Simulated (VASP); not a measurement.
# InSb3 (P4/mmm) in VASP: notebook, part 2 of 2

VASP 6.6.1.

## Step 3: Single point, PBE+D3(BJ) (strain +0.040 along x and y, +0.000 along z)

The input, INCAR:

```
SYSTEM = InSb3
  ALGO = Normal
  EDIFF = 1E-6
  ENCUT = 520
  GGA = PE
  ISIF = 2
  ISMEAR = 0
  IVDW = 12
  LASPH = .True.
  LCHARG = .False.
  LREAL = .False.
  LWAVE = .False.
  NBANDS = 22
  NELM = 60
  PREC = Accurate
  SIGMA = 0.15
```

The input, KPOINTS:

```
k-points
0
Gamma
  10 10 10
  0 0 0
```

The input, POSCAR:

```
InSb3
1.0
    4.9226455469      0.0000000000      0.0000000000
    0.0000000000      4.9226455469      0.0000000000
    0.0000000000      0.0000000000      4.7333130259
In Sb
1 3
Direct
    0.0000000000      0.0000000000      0.0000000000
    0.5000000000      0.0000000000      0.5000000000
    0.0000000000      0.5000000000      0.5000000000
    0.5000000000      0.5000000000      0.0000000000
```

Potentials or basis: VASP PAW PBE potentials, release 64 (In_d, Sb).

Started as:

```
$ cat potpaw_PBE.64/In_d/POTCAR potpaw_PBE.64/Sb/POTCAR > POTCAR
$ mpirun -np 1 vasp_std > vasp.out
```

OUTCAR:

```text
SYSTEM = InSb3
   EDIFF = 1E-6
   ENCUT = 520
   GGA = PE
   ISIF = 2
   ISMEAR = 0
   IVDW = 12
   LASPH = .True.
   LREAL = .False.
   NELM = 60
   PREC = Accurate
 IVDW          = 12

 ion  position               nearest neighbor table
   1  0.000  0.000  0.000-   2 3.41   3 3.41   2 3.41   3 3.41   3 3.41   3 3.41   2 3.41   2 3.41
                             4 3.48   4 3.48   4 3.48   4 3.48
   2  0.500  0.000  0.500-   1 3.41   4 3.41   1 3.41   4 3.41   4 3.41   4 3.41   1 3.41   1 3.41
                             3 3.48   3 3.48   3 3.48   3 3.48
   3  0.000  0.500  0.500-   1 3.41   4 3.41   1 3.41   4 3.41   1 3.41   1 3.41   4 3.41   4 3.41
                             2 3.48   2 3.48   2 3.48   2 3.48
   4  0.500  0.500  0.000-   2 3.41   3 3.41   2 3.41   3 3.41   2 3.41   2 3.41   3 3.41   3 3.41
                             1 3.48   1 3.48   1 3.48   1 3.48

  LATTYP: Found a simple tetragonal cell.
 ALAT       =     4.9226455469
 C/A-ratio  =     0.9615384615

  Lattice vectors:

 A1 = (   4.9226455469,   0.0000000000,   0.0000000000)
 A2 = (   0.0000000000,   4.9226455469,   0.0000000000)
 A3 = (   0.0000000000,   0.0000000000,   4.7333130259)

Analysis of symmetry for initial positions (statically):
[... 182 lines left out ...]
 fundamental gap:      0.0058715142
 Fermi energy:         7.3907072759

 k-point     1 :       0.0000    0.0000    0.0000
  band No.  band energies     occupation
      1      -7.0561      2.00000
      2      -7.0485      2.00000
      3      -7.0390      2.00000
      4      -7.0382      2.00000
      5      -7.0382      2.00000
      6      -4.5021      2.00000
[... 589 lines left out ...]
     21      12.8999      0.00000
     22      13.0484      0.00000

 [... further k-points ...]

------------------------ aborting loop because EDIFF is reached ----------------------------------------

 Edisp (eV)   -1.76766

 E8    (eV) :    -0.8308

  FORCE on cell =-STRESS in cart. coord.  units (eV):
  Direction    XX          YY          ZZ          XY          YZ          ZX
  --------------------------------------------------------------------------------------
  -------------------------------------------------------------------------------------
  Total      -2.74623    -2.74623    -2.78669     0.00000     0.00000     0.00000
  in kB     -38.36064   -38.36064   -38.92575     0.00000     0.00000     0.00000
  external pressure =      -38.55 kB  Pullay stress =        0.00 kB

 VOLUME and BASIS-vectors are now :
 -----------------------------------------------------------------------------
  energy-cutoff  :      520.00
  volume of cell :      114.70
      direct lattice vectors                 reciprocal lattice vectors
     4.922645547  0.000000000  0.000000000     0.203142800  0.000000000  0.000000000
     0.000000000  4.922645547  0.000000000     0.000000000  0.203142800  0.000000000
     0.000000000  0.000000000  4.733313026     0.000000000  0.000000000  0.211268512

 POSITION                                       TOTAL-FORCE (eV/Angst)
 -----------------------------------------------------------------------------------
      0.00000      0.00000      0.00000         0.000000      0.000000      0.000000
      2.46132      0.00000      2.36666         0.000000      0.000000      0.000000
      0.00000      2.46132      2.36666         0.000000      0.000000      0.000000
      2.46132      2.46132      0.00000         0.000000      0.000000      0.000000
 -----------------------------------------------------------------------------------
    total drift:                               -0.000000     -0.000000     -0.000000

  FREE ENERGIE OF THE ION-ELECTRON SYSTEM (eV)
  ---------------------------------------------------
  free  energy   TOTEN  =       -16.0148457089 eV

  energy  without entropy=      -15.9952345338  energy(sigma->0) =      -16.00504012
```

stdout:

```text
POSCAR found type information on POSCAR InSb
 POSCAR found :  2 types and       4 ions
 scaLAPACK will be used
 LDA part: xc-table for (Slater+PW92), standard interpolation
 POSCAR, INCAR and KPOINTS ok, starting setup
 FFT: planning ... GRIDC
 FFT: planning ... GRID_SOFT
 FFT: planning ... GRID
 WAVECAR not read
 entering main loop
```

Wall time 3 min (1 thread of Intel Xeon Platinum 8488C (Sapphire Rapids), shared host); peak memory 0.44 GiB.

Results:

| Quantity | Value |
| --- | --- |
| Free energy | -16.0148 eV |
| Pressure | -3.9 GPa |
| Band gap on the k mesh | zero (bands 14 and 15 overlap by 4.15 eV) |
| Dispersion energy per atom | -0.442 eV |

Levels at points of the mesh, in eV from the Fermi level:
| k point | band 10 | band 11 | band 12 | band 13 | band 14 | band 15 | band 16 | band 17 | band 18 | band 19 |
| --- | --- | --- | --- | --- | --- | --- | --- | --- | --- | --- |
| (0.00, 0.00, 0.00) | -4.17 | -3.88 | -3.51 | 0.42 | 0.42 | 0.50 | 1.78 | 1.80 | 1.80 | 4.46 |
| (0.50, 0.00, 0.00) | -2.91 | -2.60 | -2.08 | -1.78 | -0.89 | -0.68 | 1.77 | 2.14 | 2.30 | 2.34 |
| (0.50, 0.50, 0.00) | -2.13 | -1.31 | -1.31 | -1.12 | -0.89 | -0.89 | -0.11 | 1.34 | 2.85 | 3.06 |
| (0.00, 0.00, 0.50) | -2.73 | -2.73 | -1.97 | -1.97 | -1.15 | -0.86 | 1.93 | 1.93 | 2.09 | 2.46 |
| (0.50, 0.00, 0.50) | -2.54 | -1.68 | -1.67 | -1.29 | -1.08 | -1.04 | -0.61 | 1.08 | 3.30 | 3.48 |
| (0.50, 0.50, 0.50) | -4.75 | -4.75 | -4.69 | -4.64 | 3.11 | 3.19 | 3.56 | 3.56 | 3.65 | 6.18 |

Caveat: the cell differs from its parent crystal (strain +0.040 along x and y, +0.000 along z); the cell stands under tension; spin-orbit coupling is left out, which moves the levels of the heavy elements.

## Step 4: Single point, PBE+D3(BJ) (strain +0.040 along x and y, +0.080 along z)

The input, INCAR:

```
PREC = Accurate ; ENCUT = 520
EDIFF = 1E-6 ; ISMEAR = 0
SIGMA = 0.15 ; LREAL = False
LASPH = True ; NELM = 100
ALGO = Normal ; ISIF = 2
LWAVE = False ; LCHARG = True
GGA = PE ; IVDW = 12
LELF = True ; LVHAR = True
NBANDS = 22
```

The input, KPOINTS:

```
regular mesh
0
Gamma
  10 10 10
```

POSCAR: that of step 3 with these lines changed.

```diff
@@ -4,3 +4,3 @@
     0.0000000000      4.9226455469      0.0000000000
-    0.0000000000      0.0000000000      4.7333130259
+    0.0000000000      0.0000000000      5.1119780680
 In Sb
```

Started as:

```
$ cat potpaw_PBE.64/In_d/POTCAR potpaw_PBE.64/Sb/POTCAR > POTCAR
$ mpirun -np 1 vasp_std > vasp.out
```

It took 2.8 min on 1 thread of Intel Xeon Platinum 8488C (Sapphire Rapids), shared host; peak memory 0.48 GiB.

It converged, with:

| Quantity | Value |
| --- | --- |
| Free energy | -15.7181 eV |
| Pressure | -6.3 GPa |
| Band gap on the k mesh | zero (bands 14 and 15 overlap by 3.78 eV) |
| Dispersion energy per atom | -0.410 eV |

Levels at points of the mesh, in eV from the Fermi level:
| k point | band 12 | band 13 | band 14 | band 15 | band 16 | band 17 |
| --- | --- | --- | --- | --- | --- | --- |
| (0.00, 0.00, 0.00) | -3.50 | 0.41 | 0.41 | 0.46 | 1.66 | 1.74 |
| (0.50, 0.00, 0.00) | -1.85 | -1.60 | -0.90 | -0.65 | 1.66 | 1.78 |
| (0.50, 0.50, 0.00) | -1.69 | -1.17 | -0.98 | -0.98 | -0.83 | 1.15 |
| (0.00, 0.00, 0.50) | -1.70 | -1.70 | -0.70 | -0.54 | 1.33 | 2.05 |
| (0.50, 0.00, 0.50) | -1.39 | -1.04 | -0.86 | -0.83 | -0.38 | 1.36 |
| (0.50, 0.50, 0.50) | -4.28 | -4.28 | 2.80 | 2.97 | 2.97 | 3.32 |

Caveat: the cell differs from its parent crystal (strain +0.040 along x and y, +0.080 along z); the cell stands under tension; spin-orbit coupling is left out, which moves the levels of the heavy elements.

## Step 5: Single point, PBE+D3(BJ) (strain +0.080 along x and y, +0.040 along z)

The input, INCAR:

```
SYSTEM = InSb3
  PREC = Accurate
  ENCUT = 520
  EDIFF = 1E-6
  ISMEAR = 0
  SIGMA = 0.15
  LREAL = .False.
  LASPH = .True.
  NELM = 100
  ALGO = Normal
  ISIF = 2
  LWAVE = .False.
  LCHARG = .False.
  GGA = PE
  IVDW = 12
  NBANDS = 22
```

The input, KPOINTS:

```
Automatic mesh
0
Gamma
  10 10 10
  0 0 0
```

The input, POSCAR:

```
InSb3
1.0
    5.1119780680      0.0000000000      0.0000000000
    0.0000000000      5.1119780680      0.0000000000
    0.0000000000      0.0000000000      4.9226455469
In Sb
1 3
Direct
    0.0000000000      0.0000000000      0.0000000000
    0.5000000000      0.0000000000      0.5000000000
    0.0000000000      0.5000000000      0.5000000000
    0.5000000000      0.5000000000      0.0000000000
```

Started as:

```
$ cat potpaw_PBE.64/In_d/POTCAR potpaw_PBE.64/Sb/POTCAR > POTCAR
$ mpirun -np 1 vasp_std > vasp.out
```

Wall time 2.5 min (1 thread of Intel Xeon Platinum 8488C (Sapphire Rapids), shared host); peak memory 0.48 GiB.

It converged, with:

```
Free energy                : -15.5187 eV
Pressure                   : -7.2 GPa
Band gap on the k mesh     : zero (bands 14 and 15 overlap by 3.55 eV)
Dispersion energy per atom : -0.395 eV
```

Levels at points of the mesh, in eV from the Fermi level:
```tsv
k point	band 10	band 11	band 12	band 13	band 14	band 15	band 16	band 17	band 18	band 19
(0.00, 0.00, 0.00)	-3.62	-3.50	-3.37	0.40	0.40	0.46	1.66	1.68	1.68	4.40
(0.50, 0.00, 0.00)	-2.51	-2.25	-1.73	-1.48	-0.70	-0.52	1.32	1.88	2.04	2.06
(0.50, 0.50, 0.00)	-2.04	-1.26	-1.26	-0.92	-0.74	-0.74	-0.29	1.49	2.49	2.63
(0.00, 0.00, 0.50)	-2.36	-2.36	-1.63	-1.63	-0.91	-0.65	1.56	1.71	1.71	2.11
(0.50, 0.00, 0.50)	-2.37	-1.55	-1.54	-1.05	-0.90	-0.87	-0.71	1.28	2.86	2.99
(0.50, 0.50, 0.50)	-4.38	-4.12	-4.12	-4.06	2.68	2.74	3.05	3.05	3.13	5.64
```

Caveat: the cell differs from its parent crystal (strain +0.080 along x and y, +0.040 along z); the cell stands under tension; spin-orbit coupling is left out, which moves the levels of the heavy elements.

## Step 6: Overview

| cell | gap on the mesh (eV) | pressure (GPa) |
| --- | --- | --- |
| a = 4.544, b = 4.544, c = 4.355 Å, 4 atoms | none | 14.0 |
| a = 4.923, b = 4.923, c = 4.733 Å, 4 atoms | none | -3.9 |
| a = 4.923, b = 4.923, c = 5.112 Å, 4 atoms | none | -6.3 |
| a = 5.112, b = 5.112, c = 4.923 Å, 4 atoms | none | -7.2 |

Alike in all rows: task single point; level PBE+D3(BJ); potentials or basis VASP PAW PBE potentials, release 64 (In_d, Sb); no spin polarisation; k mesh 10 × 10 × 10; cutoff (eV) 520; smearing gaussian 0.15 eV.

Caveats: spin-orbit coupling is left out, which moves the levels of the heavy elements; the cell stands under tension (at least some runs); the cell stands under pressure (at least some runs).

Total energies depend on the potentials used, so only differences within one code and one set of settings carry meaning.
